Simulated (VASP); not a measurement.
TaN, 4 atoms in the cell. The structure is hexagonal, space group P6_3mc (No. 186). The conventional cell has a = 3.009 Å, b = 3.009 Å, c = 4.873 Å, α = 90.00°, β = 90.00°, γ = 120.00°. Within 2.4 Å of Ta (site symmetry 3m) lie 4 N at 1.83 to 1.88 Å. N (site symmetry 3m) has 4 Ta at 1.83 to 1.88 Å within 2.4 Å.  This cell differs from its parent crystal: volume scaled by 0.96.

```yaml
Program: VASP 6.6.1
Task: electric field gradients
Functional: LDA
Potentials_or_basis: VASP PAW LDA potentials, release 64 (Ta_pv, N)
Cutoff: 520 eV
k_mesh: 9 × 9 × 5
Occupations: fermi-dirac, width 0.03 eV
Spin: no spin polarisation
Dipole_correction: no
Further_INCAR_settings: ALGO = Normal; EDIFF = 1e-08; NBANDS = 24
```

Potentials or basis: VASP PAW LDA potentials, release 64 (Ta_pv, N).

Command:

```console
$ cat potpaw_LDA.64/Ta_pv/POTCAR potpaw_LDA.64/N/POTCAR > POTCAR
$ mpirun -np 1 vasp_std > vasp.out
```

Hardware: 1 thread of Intel(R) Xeon(R) Platinum 8488C (Sapphire Rapids), on a shared host.

**Question.** Estimate the wall time of this run.

**Answer.** It took 26 s on 1 thread of Intel(R) Xeon(R) Platinum 8488C (Sapphire Rapids), with other jobs on the host, peak memory 0.15 GiB. Counts: scf iterations 14, k points 36.
